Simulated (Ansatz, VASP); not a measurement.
## Two plane-wave programs on CaHfO

```
Ca Hf O
1.0
     3.60189    0.00000    0.00000
    -1.80095    3.11933    0.00000
     0.00000    0.00000    6.22463
Ca Hf O
1 1 1
Direct
  0.00000 0.00000 0.50000
  0.66667 0.33333 0.00000
  0.33333 0.66667 0.50000
```

Change from the starting cell: species swapped into the GdAlGa type (P-6m2, No. 187).

Alike in both runs: functional PBE; k mesh 6 × 6 × 6; occupations gaussian, width 0.1 eV; no spin polarisation.

Ansatz relaxed the structure, and its values are those at the end. VASP's run is a single point on that final structure, the one shown.

|  | VASP | Ansatz |
| --- | --- | --- |
| version | VASP 6.6.1 | Ansatz 0.2.0 |
| potentials or method | VASP PAW PBE potentials, release 64 (Ca_sv, Hf_pv, O), cutoff 520 eV | scalar-relativistic, plane waves, PAW |
| valence electrons in the cell | 26 | 42 |

|  | VASP | Ansatz | Ansatz less VASP |
| --- | --- | --- | --- |
| gap on the k mesh at the Fermi level (eV) | none | none | - |
| pressure (GPa) | 0.3 | 0.0 | -0.29 |

A gap of «none» marks a metal or a gap that the smearing closes. The functional is the same, so the differences come from potentials, cutoffs and numerics. VASP's potentials hold 26 valence electrons a cell and Ansatz's 42, so a difference there can come from the potentials and not from the codes.

Neither program's run includes spin-orbit coupling.
